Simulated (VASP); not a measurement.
# Ru (P2_1/m) in VASP: single point with PBE

Aim: the single point of Ru with PBE.

Program: VASP 6.6.1. These are calculated values, not measurements. Logs are shortened: lines on timing, memory, paths and dates and some standing lists are left out, and cuts for length are marked.

### Step 1. The cell of the first run

Symmetry: P2_1/m, No. 11, monoclinic system. Conventional cell: a = 2.720 Å, b = 4.297 Å, c = 2.720 Å, α = 90.00°, β = 120.00°, γ = 90.00°. Within 3.4 Å of Ru (site symmetry m) lie 12 Ru at 2.61 to 2.72 Å.

### Step 2. Single point, PBE (atoms displaced along a vibrational mode)

Contents of INCAR:

```
SYSTEM = Ru
ALGO = Fast
EDIFF = 1E-6
ENCUT = 520
GGA = PE
ISIF = 2
ISMEAR = 0
LASPH = .True.
LCHARG = .False.
LREAL = .False.
LWAVE = .False.
NBANDS = 21
NELM = 100
PREC = Accurate
SIGMA = 0.15
```

Contents of KPOINTS:

```
k-points
0
Gamma
  24 24 14
  0 0 0
```

Contents of POSCAR:

```
Ru
1.0
    2.7200250909      0.0000000000      0.0000000000
   -1.3600125454      2.3556108276      0.0000000000
    0.0000000000      0.0000000000      4.2967694965
Ru
2
Direct
    0.3128306719      0.6516576768      0.2500000000
    0.6871693281      0.3483423232      0.7500000000
```

Potentials or basis: VASP PAW PBE potentials, release 64 (Ru_pv).

Launch:

```bash
$ cat potpaw_PBE.64/Ru_pv/POTCAR > POTCAR
$ mpirun -np 1 vasp_std > vasp.out
```

OUTCAR:

```text
SYSTEM = Ru
   EDIFF = 1E-6
   ENCUT = 520
   GGA = PE
   ISIF = 2
   ISMEAR = 0
   LASPH = .True.
   LREAL = .False.
   NELM = 100
   PREC = Accurate

 ion  position               nearest neighbor table
   1  0.313  0.652  0.250-   2 2.61   2 2.61   2 2.68   2 2.68   2 2.70   2 2.70
   2  0.687  0.348  0.750-   1 2.61   1 2.61   1 2.68   1 2.68   1 2.70   1 2.70

  LATTYP: Found a hexagonal cell.
 ALAT       =     2.7200250909
 C/A-ratio  =     1.5796800959

  Lattice vectors:

 A1 = (   2.7200250909,   0.0000000000,   0.0000000000)
 A2 = (  -1.3600125454,   2.3556108276,   0.0000000000)
 A3 = (   0.0000000000,   0.0000000000,   4.2967694965)

Analysis of symmetry for initial positions (statically):
=====================================================================
 Subroutine PRICEL returns:
 Original cell was already a primitive cell.

 Routine SETGRP: Setting up the symmetry group for a
 hexagonal supercell.

 Subroutine GETGRP returns: Found  4 space group operations
 (whereof  2 operations were pure point group operations)
 out of a pool of 24 trial point group operations.

The static configuration has the point symmetry S_2 .
 The point group associated with its full space group is C_2h.

Analysis of symmetry for dynamics (positions and initial velocities):
=====================================================================
 Subroutine PRICEL returns:
 Original cell was already a primitive cell.

 Routine SETGRP: Setting up the symmetry group for a
 hexagonal supercell.

 Subroutine GETGRP returns: Found  4 space group operations
 (whereof  2 operations were pure point group operations)
 out of a pool of 24 trial point group operations.

The dynamic configuration has the point symmetry S_2 .
 The point group associated with its full space group is C_2h.

 Subroutine INISYM returns: Found  4 space group operations
 (whereof  2 operations are pure point group operations),
 and found     1 'primitive' translations

----------------------------------------------------------------------------------------

                                     Primitive cell

  volume of cell :      27.5308

  direct lattice vectors                    reciprocal lattice vectors
     2.720025091  0.000000000  0.000000000     0.367643667  0.212259170  0.000000000
    -1.360012545  2.355610828  0.000000000     0.000000000  0.424518341  0.000000000
     0.000000000  0.000000000  4.296769496     0.000000000  0.000000000  0.232732987

  length of vectors
     2.720025091  2.720025091  4.296769496     0.424518341  0.424518341  0.232732987

  position of ions in fractional coordinates (direct lattice)
     0.312830672  0.651657677  0.250000000
     0.687169328  0.348342323  0.750000000

  ion indices of the primitive-cell ions
   primitive index   ion index
                 1           1
                 2           2

----------------------------------------------------------------------------------------

 KPOINTS: k-points

Automatic generation of k-mesh.
 Grid dimensions read from file:
 generate k-points for:   24   24   14

 Generating k-lattice:

  Cartesian coordinates                     Fractional coordinates (reciprocal lattice)
     0.015318486  0.008844132  0.000000000     0.041666667 -0.000000000  0.000000000
     0.000000000  0.017688264  0.000000000     0.000000000  0.041666667  0.000000000
     0.000000000  0.000000000  0.016623785     0.000000000  0.000000000  0.071428571

  Length of vectors
     0.017688264  0.017688264  0.016623785

  Shift w.r.t. Gamma in fractional coordinates (k-lattice)
     0.000000000  0.000000000  0.000000000

 Subroutine IBZKPT returns following result:
 ===========================================

 Found   2320 irreducible k-points:

 Following reciprocal coordinates:
            Coordinates               Weight
  0.000000  0.000000  0.000000      1.000000
  0.041667  0.000000  0.000000      2.000000
  0.000000  0.041667  0.000000      2.000000
 -0.041667  0.041667  0.000000      2.000000
  0.083333  0.000000  0.000000      2.000000
  0.000000  0.083333  0.000000      2.000000
[... 16 lines left out ...]
  0.333333  0.000000  0.000000      2.000000
  0.000000  0.333333  0.000000      2.000000
 [... further k-points ...]
   k-points           NKPTS =   2320   k-points in BZ     NKDIM =   2320   number of bands    NBANDS=     21
   number of dos      NEDOS =    301   number of ions     NIONS =      2
   total plane-waves  NPLWV =  12800
   dimension x,y,z NGX =    20 NGY =   20 NGZ =   32
   dimension x,y,z NGXF=    40 NGYF=   40 NGZF=   64
   ions per type =               2
   NGX,Y,Z   is equivalent  to a cutoff of  12.22, 12.22, 12.38 a.u.
   NGXF,Y,Z  is equivalent  to a cutoff of  24.45, 24.45, 24.76 a.u.
 SYSTEM =  Ru
   PREC   = accura    normal or accurate (medium, high low for compatibility)
   ISTART =      0    job   : 0-new  1-cont  2-samecut
   ICHARG =      2    charge: 1-file 2-atom 10-const
   ISPIN  =      1    spin polarized calculation?
   LNONCOLLINEAR =      F non collinear calculations
   LSORBIT =      F    spin-orbit coupling
   LASPH  =      T    aspherical Exc in radial PAW
   ENCUT  =  520.0 eV  38.22 Ry    6.18 a.u.   5.06  5.06  7.99*2*pi/ulx,y,z
   NELM   =    100;   NELMIN=  2; NELMDL= -5     # of ELM steps
   EDIFF  = 0.1E-05   stopping-criterion for ELM
   LREAL  =      F    real-space projection
   EDIFFG = 0.1E-04   stopping-criterion for IOM
   NSW    =      0    number of steps for IOM
   IBRION =     -1    ionic relax: 0-MD 1-quasi-New 2-CG
   NFREE  =      0    steps in history (QN), initial steepest desc. (CG)
   ISIF   =      2    stress and relaxation
   ISYM   =      2    0-nonsym 1-usesym 2-fastsym
   POTIM  = 0.5000    time-step for ionic-motion
   TEBEG  =    0.0;   TEEND  =   0.0 temperature during run
   PSTRESS=    0.0 pullay stress
   NELECT =      28.0000    total number of electrons
   NUPDOWN=      -1.0000    fix difference up-down
   EMIN   =  10.00;   EMAX   =-10.00  energy-range for DOS
   EFERMI =   0.00;   METHOD = LEGACY
   ISMEAR =     0;   SIGMA  =   0.15  broadening in eV -4-tet -1-fermi 0-gaus
   EFERMI_NEDOS =   21; number of points for ismear=-14 and -15
   IALGO  =     68    algorithm
   IMIX   =      4    mixing-type and parameters
     AMIX     =   0.40;   BMIX     =  1.00
     AMIX_MAG =   1.60;   BMIX_MAG =  1.00
  volume/ion in A,a.u.               =      13.77        92.89
  Fermi-wavevector in a.u.,A,eV,Ry     =   1.646347  3.111144 36.878020  2.710458
  Thomas-Fermi vector in A             =   2.735990
   LORBIT       =      0    0 simple, 1 ext, 2 COOP (PROOUT), +10 PAW based schemes
   GGA     = PE    functional components
   LHFCALC =     F    Hartree Fock is set to
   AEXX    =    0.0000 exact exchange contribution
   IVDW    =     0    specifies the selected vdW correction
   LEPSILON=     F    determine dielectric tensor
   LRPA    =     F    only Hartree local field effects (RPA)
 non-spin polarized calculation
 RMM-DIIS sequential band-by-band and
 Gauss-broadening in eV      SIGMA  =   0.15
  energy-cutoff  :      520.00
  volume of cell :       27.53
 maximum number of plane-waves:       762
   NGX = 11   NGY = 11   NGZ = 15

 number of electron      28.0000009 magnetization

 Free energy of the ion-electron system (eV)
  ---------------------------------------------------
  ext. energy  EPLUGINS =         0.00000000
  ---------------------------------------------------
  free energy    TOTEN  =       -18.44272453 eV

  energy without entropy =      -18.42188396  energy(sigma->0) =      -18.43230424

 E-fermi :  12.6074     XC(G=0): -14.0332

 val. band max:       12.6069205804   @ k =   0.0000   0.1250   0.4286
 cond. band min:      12.6079185617   @ k =  -0.2500   0.3333   0.0000
 fundamental gap:      0.0009979813
 Fermi energy:        12.6074173305

 k-point     1 :       0.0000    0.0000    0.0000
  band No.  band energies     occupation
      1     -31.0142      2.00000
      2     -30.1486      2.00000
      3     -30.0799      2.00000
      4     -29.9588      2.00000
      5     -29.9451      2.00000
      6     -29.9053      2.00000
[... 13 lines left out ...]
     20      23.0322      0.00000
     21      23.0459      0.00000

 k-point     2 :       0.0417    0.0000    0.0000
  band No.  band energies     occupation
      1     -31.0081      2.00000
      2     -30.1603      2.00000
      3     -30.0847      2.00000
      4     -29.9616      2.00000
      5     -29.9563      2.00000
      6     -29.9084      2.00000
[... 13 lines left out ...]
     20      23.0320      0.00000
     21      23.0454      0.00000

 k-point     3 :       0.0000    0.0417    0.0000
  band No.  band energies     occupation
      1     -31.0089      2.00000
      2     -30.1537      2.00000
      3     -30.0911      2.00000
      4     -29.9704      2.00000
      5     -29.9476      2.00000
      6     -29.9076      2.00000
[... 13 lines left out ...]
     20      23.0320      0.00000
     21      23.0454      0.00000

 k-point     4 :      -0.0417    0.0417    0.0000
  band No.  band energies     occupation
      1     -31.0087      2.00000
      2     -30.1556      2.00000
      3     -30.0892      2.00000
      4     -29.9683      2.00000
      5     -29.9498      2.00000
      6     -29.9078      2.00000
[... 13 lines left out ...]
     20      23.0320      0.00000
     21      23.0454      0.00000

 k-point     5 :       0.0833    0.0000    0.0000
  band No.  band energies     occupation
      1     -30.9900      2.00000
      2     -30.1944      2.00000
      3     -30.0984      2.00000
      4     -29.9967      2.00000
      5     -29.9625      2.00000
      6     -29.9177      2.00000
[... 13 lines left out ...]
     20      23.0320      0.00000
     21      23.0440      0.00000
[... 382 lines left out ...]
     20      23.0324      0.00000
     21      25.3522      0.00000

 k-point    22 :      -0.2917    0.2917    0.0000
  band No.  band energies     occupation
      1     -30.7802      2.00000
      2     -30.5572      2.00000
      3     -30.3957      2.00000
      4     -30.2585      2.00000
      5     -30.0263      2.00000
      6     -30.0226      2.00000
[... 13 lines left out ...]
     20      23.0353      0.00000
     21      25.3101      0.00000

 k-point    23 :       0.3333    0.0000    0.0000
  band No.  band energies     occupation
      1     -30.6807      2.00000
      2     -30.6602      2.00000
      3     -30.4919      2.00000
      4     -30.2610      2.00000
      5     -30.1065      2.00000
      6     -30.0292      2.00000
[... 13 lines left out ...]
     20      23.0310      0.00000
     21      23.9121      0.00000

 k-point    24 :       0.0000    0.3333    0.0000
  band No.  band energies     occupation
      1     -30.7420      2.00000
      2     -30.6382      2.00000
      3     -30.4672      2.00000
      4     -30.2968      2.00000
      5     -30.0414      2.00000
      6     -30.0366      2.00000
[... 13 lines left out ...]
     20      23.0327      0.00000
     21      24.0416      0.00000

 [... further k-points ...]
[... 5 lines left out ...]
  --------------------------------------------------------------------------------------
  -------------------------------------------------------------------------------------
  Total        0.2393911     -0.1203819      0.1062567      0.1734905      0.0000000      0.0000000
  in kB       13.9315688     -7.0057299      6.1836990     10.0964282      0.0000000      0.0000000
  external PRESSURE =       4.3698460 kB  Pullay stress =       0.0000000 kB

 VOLUME and BASIS-vectors are now :
 -----------------------------------------------------------------------------
  energy-cutoff  :      520.00
  volume of cell :       27.53
      direct lattice vectors                 reciprocal lattice vectors
     2.720025091  0.000000000  0.000000000     0.367643667  0.212259170  0.000000000
    -1.360012545  2.355610828  0.000000000     0.000000000  0.424518341  0.000000000
     0.000000000  0.000000000  4.296769496     0.000000000  0.000000000  0.232732987

 POSITION                                       TOTAL-FORCE (eV/Angst)
 -----------------------------------------------------------------------------------
     -0.03536      1.53505      1.07419         0.459403      0.482929      0.000000
      1.39537      0.82056      3.22258        -0.459403     -0.482929      0.000000
 -----------------------------------------------------------------------------------
    total drift:                               -0.000000      0.000000     -0.000000

  FREE ENERGIE OF THE ION-ELECTRON SYSTEM (eV)
  ---------------------------------------------------
  free  energy   TOTEN  =       -18.4427245287 eV

  energy  without entropy=      -18.4218839567  energy(sigma->0) =      -18.43230424
```

Run time: 15 min. Hardware: 1 thread of Intel Xeon 8259CL, shared host; peak memory 1 GiB.

What came out:

- Free energy: -18.4427 eV
- Pressure: 0.4 GPa
- Largest force: 0.667 eV/Å
- Band gap on the k mesh: zero (bands 14 and 15 overlap by 3.09 eV)

Forces in eV/Å, atoms in the order of the input:
```
Ru   0.459  0.483  0.000
Ru  -0.459 -0.483  0.000
```

Caveat: the cell differs from its parent crystal (atoms displaced along a vibrational mode).
